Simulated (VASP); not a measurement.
## TiN: single point with PBEsol

The system is TiN.

```
Ti N
1.0
     0.00000    2.09511    2.09511
     2.09511    0.00000    2.09511
     2.09511    2.09511    0.00000
Ti N
1 1
Direct
  0.00000 0.00000 0.00000
  0.50000 0.50000 0.50000
```

* Program: VASP 6.6.1
* Task: single point
* Functional: PBEsol
* Potentials or basis: VASP PAW PBE potentials, release 64 (Ti_sv, N)
* Cutoff: 520 eV
* k mesh: 18 × 18 × 18
* Occupations: gaussian, width 0.1 eV
* Spin: no spin polarisation

| Quantity | Value |
| --- | --- |
| Pressure | 3.5 GPa |

Levels at points of the mesh, in eV from the Fermi level:
```csv
k point,band 5,band 6,band 7,band 8,band 9,band 10,band 11,band 12,band 13,band 14
"(0.00, 0.00, 0.00)",-17.26,-2.06,-2.06,-2.06,-0.66,-0.66,-0.66,0.61,0.61,5.81
"(0.50, 0.00, 0.00)",-14.60,-8.34,-5.68,-5.68,1.81,1.81,2.53,6.08,6.08,6.17
"(0.50, 0.50, 0.00)",-15.82,-5.92,-3.27,-3.27,-3.27,1.75,2.56,2.56,3.94,11.03
```

Wall time 26 s on 1 thread of Intel(R) Xeon(R) 6975P-C (Granite Rapids), with other jobs on the host, peak memory 0.18 GiB.

Caveat: the PAW data sets were made with another functional, which shifts forces and pressure a little.
